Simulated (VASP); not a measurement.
A run of VASP 6.6.1:

The input INCAR:

```
PREC = Accurate
ENCUT = 520
EDIFF = 1E-6
ISMEAR = -1
SIGMA = 0.05
LREAL = F
LASPH = T
NELM = 150
ALGO = Fast
ISIF = 2
LWAVE = F
LCHARG = T
ISPIN = 2
MAGMOM = 1 1 0 0.6 0
LORBIT = 11
LMAXMIX = 4
GGA = B5
ALDAX = 1.0
AGGAX = 1.0
AGGAC = 1.0
ALDAC = 0.0
LELF = T
LVHAR = T
NBANDS = 40
```

Contents of KPOINTS:

```
Automatic mesh
0
Gamma
  8 8 2
```

File POSCAR:

```
NiMoIrPdW
1.0
    2.8087172478      0.0000000000      0.0000000000
   -1.4043586239      2.4324204886      0.0000000000
    0.0000000000      0.0000000000     11.4818074957
Ni Mo Pd Ir W
1 1 1 1 1
Direct
    0.0000000000      0.0000000000      0.7079745374
    0.6666666667      0.3333333333      0.2960757212
    0.6666666667      0.3333333333      0.8974935772
    0.0000000000      0.0000000000      0.1064204969
    0.6666666667      0.3333333333      0.5297156672
```

Potentials or basis: VASP PAW PBE potentials, release 64 (Ni, Mo_sv, Pd, Ir, W_sv).

The run is started by

```sh
$ cat potpaw_PBE.64/Ni/POTCAR potpaw_PBE.64/Mo_sv/POTCAR potpaw_PBE.64/Pd/POTCAR potpaw_PBE.64/Ir/POTCAR potpaw_PBE.64/W_sv/POTCAR > POTCAR
$ mpirun -np 1 vasp_std > vasp.out
```

Hardware: 1 thread of Intel Xeon 6975P-C, on a shared host.

Question: Estimate the wall time of this run.

Answer: Wall time 5.3 min on 1 thread of Intel Xeon 6975P-C, with other jobs on the host, peak memory 0.34 GiB. Counts: scf iterations 23, k points 20.
